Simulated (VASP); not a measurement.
Wanted: the native input for a VASP 6.6.1 run.

- Task: single point
- Functional: PBE
- Potentials or basis: VASP PAW PBE potentials, release 64 (Zn, Pb_d, F)
- Cutoff: 520 eV
- k mesh: 12 × 10 × 4
- Occupations: gaussian, width 0.1 eV
- Spin: no spin polarisation
- Dipole correction: no
- Further INCAR settings: ALGO = Normal; EDIFF = 1e-06; NBANDS = 42

The structure of ZnPbF lies in POSCAR:

```
ZnPbF
1.0
    3.5864331915      0.0000000000      0.0000000000
    0.0000000000      3.8087067554      0.0000000000
    0.0000000000      0.0000000000      9.1854655462
Zn Pb F
2 2 2
Direct
    0.0000000000      0.5000000000      0.1326846824
    0.5000000000      0.0000000000      0.8673153176
    0.0000000000      0.0000000000      0.3757548497
    0.5000000000      0.5000000000      0.6242451503
    0.0000000000      0.0000000000      0.9926296730
    0.5000000000      0.5000000000      0.0073703270
```

These files were run (other wordings do the same):

INCAR

```
SYSTEM = ZnPbF
PREC = Accurate ; ENCUT = 520
EDIFF = 1E-6 ; ISMEAR = 0
SIGMA = 0.1 ; LREAL = .False.
LASPH = .True. ; NELM = 80
ALGO = Normal ; ISIF = 2
LWAVE = .False. ; LCHARG = .False.
GGA = PE ; NBANDS = 42
```

KPOINTS

```
regular mesh
0
Gamma
  12 10 4
  0 0 0
```

Potentials or basis: VASP PAW PBE potentials, release 64 (Zn, Pb_d, F).

Run with:

```bash
$ cat potpaw_PBE.64/Zn/POTCAR potpaw_PBE.64/Pb_d/POTCAR potpaw_PBE.64/F/POTCAR > POTCAR
$ mpirun -np 1 vasp_std > vasp.out
```

It gave:

```yaml
Pressure: 0.0 GPa
Largest_force: 0.044 eV/Å
Band_gap_on_the_k_mesh: zero (bands 33 and 34 overlap by 2.64 eV)
```

Caveat: spin-orbit coupling is left out, which moves the levels of the heavy elements.

It took 5.6 min on 1 thread of Intel(R) Xeon(R) 6975P-C (Granite Rapids), on a shared host, peak memory 0.64 GiB.
